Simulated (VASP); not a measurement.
Set up this calculation in VASP 6.6.1, as the native input.

```yaml
Task: single point
Functional: PBEsol
Potentials_or_basis: VASP PAW PBE potentials, release 64 (Te, Mo_sv)
Cutoff: 520 eV
k_mesh: 12 × 12 × 2
Occupations: gaussian, width 0.05 eV
Spin: no spin polarisation
Dipole_correction: no
Further_INCAR_settings: ALGO = Normal; EDIFF = 1e-06; NBANDS = 35
```

The structure of Te2Mo lies in POSCAR:

```
Te2Mo
1.0
    3.4066443866      0.0000000000      0.0000000000
   -1.7033221933      2.9502405805      0.0000000000
    0.0000000000      0.0000000000     13.3081120128
Te Mo
4 2
Direct
    0.3333333333      0.6666666667      0.6211281373
    0.6666666667      0.3333333333      0.1211281373
    0.3333333333      0.6666666667      0.8788718627
    0.6666666667      0.3333333333      0.3788718627
    0.3333333333      0.6666666667      0.2500000000
    0.6666666667      0.3333333333      0.7500000000
```

This cell differs from its parent crystal: strain -0.025 along x and y, -0.050 along z.

The input as run:

INCAR

```
PREC = Accurate ; ENCUT = 520
EDIFF = 1E-6 ; ISMEAR = 0
SIGMA = 0.05 ; LREAL = F
LASPH = T ; NELM = 80
ALGO = Normal ; ISIF = 2
LWAVE = F ; LCHARG = T
GGA = PS ; LELF = T
LVHAR = T ; NBANDS = 35
```

KPOINTS

```
regular mesh
0
Gamma
  12 12 2
```

Potentials or basis: VASP PAW PBE potentials, release 64 (Te, Mo_sv).

Launch:

```bash
$ cat potpaw_PBE.64/Te/POTCAR potpaw_PBE.64/Mo_sv/POTCAR > POTCAR
$ mpirun -np 1 vasp_std > vasp.out
```

Results of the run:

```json
{"Pressure": "14.3 GPa", "Largest force": "2.014 eV/Å", "Band gap on the k mesh": "0.52 eV, indirect (least direct gap 1.13 eV)"}
```

Caveat: the cell differs from its parent crystal (strain -0.025 along x and y, -0.050 along z); the PAW data sets were made with another functional, which shifts forces and pressure a little; spin-orbit coupling is left out, which moves the levels of the heavy elements; this functional lacks dispersion, which binds the layers, so the pressure and a relaxed spacing across them are unreliable.

It took 120 s on 1 thread of Intel(R) Xeon(R) 6975P-C (Granite Rapids), on a shared host, peak memory 0.33 GiB.
